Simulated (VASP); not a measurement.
# ZrC in VASP: single point with PBE+D3(BJ)

Aim: the single point of ZrC with PBE+D3(BJ).

Everything below comes from runs of VASP 6.6.1. Logs are shortened: lines on timing, memory, paths and dates and some standing lists are left out, and cuts for length are marked.

## 1. The cell of the first run

The cell holds a slab with vacuum, 24 atoms: a = 6.609 Å, b = 6.609 Å, c = 24.962 Å, α = 90.00°, β = 90.00°, γ = 90.00°.

## 2. Single point, PBE+D3(BJ)

Input file INCAR:

```
SYSTEM = ZrC
ALGO = Normal ; DIPOL = 0.5 0.5 0.413
EDIFF = 1E-6 ; ENCUT = 520
GGA = PE ; GGA_COMPAT = .FALSE.
IDIPOL = 3 ; ISIF = 2
ISMEAR = 0 ; IVDW = 12
LASPH = .TRUE. ; LCHARG = .FALSE.
LDIPOL = .TRUE. ; LREAL = .FALSE.
LWAVE = .FALSE. ; NBANDS = 114
NELM = 120 ; NELMDL = -8
PREC = Accurate ; SIGMA = 0.1
```

Input file KPOINTS:

```
k-points
0
G
  3 3 1
  0 0 0
```

Input file POSCAR:

```
ZrC
1.0
    6.6085416879      0.0000000000      0.0000000000
    0.0000000000      6.6085416879      0.0000000000
    0.0000000000      0.0000000000     24.9616446412
Zr C
12 12
Direct
    0.5000000000      0.5000000000      0.3204917030
    0.5000000000      0.0000000000      0.3204917030
    0.0000000000      0.5000000000      0.3204917030
    0.0000000000      0.0000000000      0.3204917030
    0.7506977499      0.7497922537      0.4128436276
    0.7493918688      0.2498026378      0.4128419023
    0.2493394418      0.7498077329      0.4128449104
    0.2506382520      0.2497948283      0.4128386012
    0.0000513581      0.0008509627      0.5070799050
    0.0000497247      0.4983172980      0.5071378263
    0.5001059100     -0.0017203394      0.5071378629
    0.5000795098      0.5008752562      0.5070879226
    0.2500000000      0.2500000000      0.3204917030
    0.2500000000      0.7500000000      0.3204917030
    0.7500000000      0.2500000000      0.3204917030
    0.7500000000      0.7500000000      0.3204917030
    0.5000144776      0.4990503295      0.4112684933
    0.5000242558      0.0006122173      0.4113136774
   -0.0000018361      0.5006277831      0.4113159779
   -0.0000045954     -0.0009567355      0.4112665593
    0.7444456621      0.7497526285      0.5036285683
    0.7556166654      0.2497558061      0.5036358219
    0.2556265794      0.7497293273      0.5035804295
    0.2443634406      0.2497582064      0.5035731174
```

Potentials or basis: VASP PAW PBE potentials, release 64 (Zr_sv, C).

Launch:

```bash
$ cat potpaw_PBE.64/Zr_sv/POTCAR potpaw_PBE.64/C/POTCAR > POTCAR
$ mpirun -np 1 vasp_std > vasp.out
```

OUTCAR:

```text
SYSTEM = ZrC
   EDIFF = 1E-6
   ENCUT = 520
   GGA = PE
   ISIF = 2
   ISMEAR = 0
   IVDW = 12
   LASPH = .TRUE.
   LREAL = .FALSE.
   NELM = 120
   NELMDL = -8
   PREC = Accurate
 IVDW          = 12

 ion  position               nearest neighbor table
   1  0.500  0.500  0.320-  17 2.27  14 2.34  15 2.34  16 2.34  13 2.34   8 3.28   6 3.28   7 3.28
                             5 3.28   3 3.30   2 3.30   2 3.30   3 3.30
   2  0.500  0.000  0.320-  18 2.27  14 2.34  15 2.34  16 2.34  13 2.34   8 3.28   6 3.28   7 3.29
                             5 3.29   4 3.30   1 3.30   1 3.30   4 3.30
   3  0.000  0.500  0.320-  19 2.27  14 2.34  15 2.34  16 2.34  13 2.34   5 3.28   7 3.28   6 3.28
                             8 3.28   4 3.30   1 3.30   4 3.30   1 3.30
   4  0.000  0.000  0.320-  20 2.27  14 2.34  15 2.34  16 2.34  13 2.34   5 3.28   7 3.28   6 3.28
                             8 3.28   3 3.30   2 3.30   3 3.30   2 3.30
   5  0.751  0.750  0.413-  21 2.27  16 2.31  19 2.33  20 2.33  17 2.34  18 2.34   3 3.28   4 3.28
                             1 3.28   2 3.29   7 3.30   6 3.30   6 3.30   7 3.31  11 3.31  12 3.31
   6  0.749  0.250  0.413-  22 2.27  15 2.31  18 2.33  17 2.33  20 2.34  19 2.34   2 3.28   1 3.28
                             4 3.28   3 3.28   8 3.30   5 3.30   5 3.30   8 3.31  10 3.31   9 3.31
   7  0.249  0.750  0.413-  23 2.27  14 2.31  19 2.33  20 2.33  17 2.34  18 2.34   3 3.28   4 3.28
                             1 3.28   2 3.29   5 3.30   8 3.30   8 3.30   5 3.31  11 3.31  12 3.31
   8  0.251  0.250  0.413-  24 2.27  13 2.31  18 2.33  17 2.33  20 2.34  19 2.34   2 3.28   1 3.28
                             4 3.28   3 3.28   6 3.30   7 3.30   7 3.30   6 3.31  10 3.31   9 3.31
   9  0.000  0.001  0.507-  24 2.31  22 2.31  21 2.37  23 2.37  20 2.39  10 3.29  11 3.30  11 3.30
[... 5 lines left out ...]
  12  0.500  0.501  0.507-  21 2.31  23 2.31  22 2.37  24 2.37  17 2.39  11 3.29  10 3.30  10 3.30
                             5 3.31   7 3.31   6 3.32   8 3.32  11 3.32
  13  0.250  0.250  0.320-   8 2.31   2 2.34   3 2.34   4 2.34   1 2.34
  14  0.250  0.750  0.320-   7 2.31   2 2.34   3 2.34   4 2.34   1 2.34
  15  0.750  0.250  0.320-   6 2.31   2 2.34   3 2.34   4 2.34   1 2.34
  16  0.750  0.750  0.320-   5 2.31   2 2.34   3 2.34   4 2.34   1 2.34
  17  0.500  0.499  0.411-   1 2.27   6 2.33   8 2.33   5 2.34   7 2.34  12 2.39
  18  0.500  0.001  0.411-   2 2.27   6 2.33   8 2.33   7 2.34   5 2.34  11 2.39
  19  1.000  0.501  0.411-   3 2.27   5 2.33   7 2.33   6 2.34   8 2.34  10 2.39
  20  1.000  0.999  0.411-   4 2.27   5 2.33   7 2.33   6 2.34   8 2.34   9 2.39
  21  0.744  0.750  0.504-   5 2.27  11 2.30  12 2.31   9 2.37  10 2.37
  22  0.756  0.250  0.504-   6 2.27  10 2.31   9 2.31  12 2.37  11 2.37
  23  0.256  0.750  0.504-   7 2.27  11 2.31  12 2.31   9 2.37  10 2.37
  24  0.244  0.250  0.504-   8 2.27  10 2.30   9 2.31  12 2.37  11 2.37

  LATTYP: Found a simple tetragonal cell.
 ALAT       =     6.6085416879
 C/A-ratio  =     3.7771789632

  Lattice vectors:

 A1 = (   6.6085416879,   0.0000000000,   0.0000000000)
 A2 = (   0.0000000000,   6.6085416879,   0.0000000000)
 A3 = (   0.0000000000,   0.0000000000,  24.9616446412)

Analysis of symmetry for initial positions (statically):
=====================================================================
 Subroutine PRICEL returns:
 Original cell was already a primitive cell.

 Routine SETGRP: Setting up the symmetry group for a
 simple tetragonal supercell.

 Subroutine GETGRP returns: Found  1 space group operations
 (whereof  1 operations were pure point group operations)
 out of a pool of 16 trial point group operations.

The static configuration has the point symmetry C_1 .

Analysis of symmetry for dynamics (positions and initial velocities):
=====================================================================
 Subroutine PRICEL returns:
 Original cell was already a primitive cell.

 Routine SETGRP: Setting up the symmetry group for a
 simple tetragonal supercell.

 Subroutine GETGRP returns: Found  1 space group operations
 (whereof  1 operations were pure point group operations)
 out of a pool of 16 trial point group operations.

The dynamic configuration has the point symmetry C_1 .

 Subroutine INISYM returns: Found  1 space group operations
 (whereof  1 operations are pure point group operations),
 and found     1 'primitive' translations

----------------------------------------------------------------------------------------

                                     Primitive cell

  volume of cell :    1090.1455

  direct lattice vectors                    reciprocal lattice vectors
     6.608541688  0.000000000  0.000000000     0.151319315  0.000000000  0.000000000
     0.000000000  6.608541688  0.000000000     0.000000000  0.151319315  0.000000000
     0.000000000  0.000000000 24.961644641     0.000000000  0.000000000  0.040061463

  length of vectors
[... 78 lines left out ...]

 Found      5 irreducible k-points:

 Following reciprocal coordinates:
            Coordinates               Weight
  0.000000  0.000000  0.000000      1.000000
  0.333333  0.000000  0.000000      2.000000
  0.000000  0.333333  0.000000      2.000000
  0.333333  0.333333  0.000000      2.000000
 -0.333333  0.333333  0.000000      2.000000
   k-points           NKPTS =      5   k-points in BZ     NKDIM =      5   number of bands    NBANDS=    114
   number of dos      NEDOS =    301   number of ions     NIONS =     24
   total plane-waves  NPLWV = 480000
   dimension x,y,z NGX =    50 NGY =   50 NGZ =  192
   dimension x,y,z NGXF=   100 NGYF=  100 NGZF=  384
   ions per type =              12  12
   NGX,Y,Z   is equivalent  to a cutoff of  12.58, 12.58, 12.79 a.u.
   NGXF,Y,Z  is equivalent  to a cutoff of  25.16, 25.16, 25.57 a.u.
 SYSTEM =  ZrC
   PREC   = accura    normal or accurate (medium, high low for compatibility)
   ISTART =      0    job   : 0-new  1-cont  2-samecut
   ICHARG =      2    charge: 1-file 2-atom 10-const
   ISPIN  =      1    spin polarized calculation?
   LNONCOLLINEAR =      F non collinear calculations
   LSORBIT =      F    spin-orbit coupling
   LASPH  =      T    aspherical Exc in radial PAW
   ENCUT  =  520.0 eV  38.22 Ry    6.18 a.u.  12.29 12.29 46.41*2*pi/ulx,y,z
   NELM   =    120;   NELMIN=  2; NELMDL= -8     # of ELM steps
   EDIFF  = 0.1E-05   stopping-criterion for ELM
   LREAL  =      F    real-space projection
   EDIFFG = 0.1E-04   stopping-criterion for IOM
   NSW    =      0    number of steps for IOM
   IBRION =     -1    ionic relax: 0-MD 1-quasi-New 2-CG
   NFREE  =      0    steps in history (QN), initial steepest desc. (CG)
   ISIF   =      2    stress and relaxation
   ISYM   =      2    0-nonsym 1-usesym 2-fastsym
   POTIM  = 0.5000    time-step for ionic-motion
   TEBEG  =    0.0;   TEEND  =   0.0 temperature during run
   PSTRESS=    0.0 pullay stress
   NELECT =     192.0000    total number of electrons
   NUPDOWN=      -1.0000    fix difference up-down
   EMIN   =  10.00;   EMAX   =-10.00  energy-range for DOS
   EFERMI =   0.00;   METHOD = LEGACY
   ISMEAR =     0;   SIGMA  =   0.10  broadening in eV -4-tet -1-fermi 0-gaus
   EFERMI_NEDOS =   21; number of points for ismear=-14 and -15
   IALGO  =     38    algorithm
   IMIX   =      4    mixing-type and parameters
     AMIX     =   0.40;   BMIX     =  1.00
     AMIX_MAG =   1.60;   BMIX_MAG =  1.00
  volume/ion in A,a.u.               =      45.42       306.53
  Fermi-wavevector in a.u.,A,eV,Ry     =   0.917657  1.734120 11.457391  0.842095
  Thomas-Fermi vector in A             =   2.042651
   LORBIT       =      0    0 simple, 1 ext, 2 COOP (PROOUT), +10 PAW based schemes
   GGA     = PE    functional components
   LHFCALC =     F    Hartree Fock is set to
   AEXX    =    0.0000 exact exchange contribution
   IVDW    =    12    specifies the selected vdW correction
   LEPSILON=     F    determine dielectric tensor
   LRPA    =     F    only Hartree local field effects (RPA)
 non-spin polarized calculation
 Gauss-broadening in eV      SIGMA  =   0.10
  energy-cutoff  :      520.00
  volume of cell :     1090.15
 maximum number of plane-waves:     29437
 NGX is ok and might be reduce to    50
   NGX = 25   NGY = 25   NGZ = 93

 dipolmoment           0.000000      0.000000      0.099491 electrons x Angstroem

 number of electron     191.9999998 magnetization

 dipolmoment           0.000000      0.000000     -0.095913 electrons x Angstroem

 Free energy of the ion-electron system (eV)
  ---------------------------------------------------
  ext. energy  EPLUGINS =         0.00000000
  ---------------------------------------------------
  free energy    TOTEN  =      -224.18640837 eV

  energy without entropy =     -224.16340689  energy(sigma->0) =     -224.17490763

 E-fermi :   0.5138     XC(G=0):  -4.1811

 val. band max:        0.3299558132   @ k =   0.0000   0.0000   0.0000
 cond. band min:       0.5480761989   @ k =   0.0000   0.0000   0.0000
 fundamental gap:      0.2181203857
 Fermi energy:         0.5138464399

 k-point     1 :       0.0000    0.0000    0.0000
  band No.  band energies     occupation
      1     -48.1913      2.00000
      2     -48.1549      2.00000
      3     -48.1541      2.00000
      4     -48.1200      2.00000
      5     -47.8494      2.00000
      6     -47.8097      2.00000
[... 544 lines left out ...]
    107       2.8228      0.00000
    108       2.8409      0.00000
 [bands above 108 left out]

------------------------ aborting loop because EDIFF is reached ----------------------------------------

 vacuum level on the upper side and lower side of the slab       (xc-potential included)        -0.326         0.061

 Edisp (eV)   -6.52524

 E8    (eV) :    -3.1313

  FORCE on cell =-STRESS in cart. coord.  units (eV):
  Direction    XX          YY          ZZ          XY          YZ          ZX
  --------------------------------------------------------------------------------------
  -------------------------------------------------------------------------------------
  Total     -12.33368   -12.35177   -10.18082    -0.00072     0.12788    -0.01912
  in kB     -18.12670   -18.15329   -14.96266    -0.00105     0.18794    -0.02810
  external pressure =      -17.08 kB  Pullay stress =        0.00 kB

 VOLUME and BASIS-vectors are now :
 -----------------------------------------------------------------------------
  energy-cutoff  :      520.00
  volume of cell :     1090.15
      direct lattice vectors                 reciprocal lattice vectors
     6.608541688  0.000000000  0.000000000     0.151319315  0.000000000  0.000000000
     0.000000000  6.608541688  0.000000000     0.000000000  0.151319315  0.000000000
     0.000000000  0.000000000 24.961644641     0.000000000  0.000000000  0.040061463

 POSITION                                       TOTAL-FORCE (eV/Angst)
 -----------------------------------------------------------------------------------
      3.30427      3.30427      8.00000         0.000299      0.002120      0.679865
      3.30427      0.00000      8.00000         0.000577     -0.010524      0.687119
      0.00000      3.30427      8.00000        -0.000160     -0.009686      0.685213
      0.00000      0.00000      8.00000        -0.000328      0.001400      0.676990
      4.96102      4.95503     10.30526        -0.099710      0.002732     -0.175532
      4.95239      1.65083     10.30521         0.088271      0.002315     -0.173349
[... 16 lines left out ...]
      1.68932      4.95462     12.57020        -0.354903     -0.002861      0.937573
      1.61489      1.65054     12.57001         0.361809     -0.005434      0.938042
 -----------------------------------------------------------------------------------
    total drift:                                0.000001     -0.000037      0.000426

  FREE ENERGIE OF THE ION-ELECTRON SYSTEM (eV)
  ---------------------------------------------------
  free  energy   TOTEN  =      -230.7116521072 eV

  energy  without entropy=     -230.6886506312  energy(sigma->0) =     -230.70015137

 vacuum level on the upper side and lower side of the slab         3.458         3.853
```

Wall time 47 min (1 thread of Intel Xeon Platinum 8259CL at 2.50GHz (Skylake/Cascade Lake), shared host); peak memory 1.1 GiB.

What came out:

```yaml
Free_energy: -230.7117 eV
Largest_force: 1.658 eV/Å
Band_gap_on_the_k_mesh: zero (filled and empty bands touch)
Dispersion_energy_per_atom: -0.272 eV
```

Forces in eV/Å, atoms in the order of the input:
```
Zr   0.000  0.002  0.680
Zr   0.001 -0.011  0.687
Zr   0.000 -0.010  0.685
Zr   0.000  0.001  0.677
Zr  -0.100  0.003 -0.176
Zr   0.088  0.002 -0.173
Zr   0.100  0.001 -0.178
Zr  -0.089  0.003 -0.174
Zr   0.000 -0.096 -1.637
Zr   0.000  0.119 -1.651
Zr  -0.007  0.124 -1.653
Zr  -0.005 -0.102 -1.641
C   -0.009 -0.003 -0.374
C    0.009 -0.003 -0.374
C    0.010 -0.003 -0.373
C   -0.008 -0.003 -0.373
C    0.001  0.067  0.588
C    0.001 -0.070  0.574
C    0.001 -0.072  0.572
C    0.001  0.067  0.588
C    0.356 -0.005  0.926
C   -0.356 -0.006  0.925
C   -0.355 -0.003  0.938
C    0.362 -0.005  0.938
```

The gap in the log of VASP goes by the Fermi energy; the results here count the filled bands.